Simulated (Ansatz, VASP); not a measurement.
## MgB2: VASP beside Ansatz

```xyz
3
Lattice="3.0721 0.0000 0.0000 -1.5361 2.6606 0.0000 0.0000 0.0000 3.4994" Properties=species:S:1:pos:R:3 pbc="T T T"
Mg    0.0000    0.0000    0.0000
B     0.0000    1.7737    1.7497
B     1.5361    0.8869    1.7497
```

Alike in both runs: task single point; functional r2SCAN; k mesh 12 × 12 × 10; occupations gaussian, width 0.05 eV; no spin polarisation.

```csv
,VASP,Ansatz
version,VASP 6.6.1,Ansatz 0.2.0
potentials or method,"VASP PAW PBE potentials, release 64 (Mg_sv, B), cutoff 750 eV","scalar-relativistic, plane waves, PAW"
valence electrons in the cell,16,16
```

```csv
,VASP,Ansatz,Ansatz less VASP
gap on the k mesh at the Fermi level (eV),none,none,-
pressure (GPa),-0.2,0.0,+0.15
"traceless stress, the component that is largest in VASP (GPa)",0.17,0.07,-0.101
```

VASP's potentials were made for PBE, not for r2SCAN. A gap of «none» marks a metal or a gap that the smearing closes.
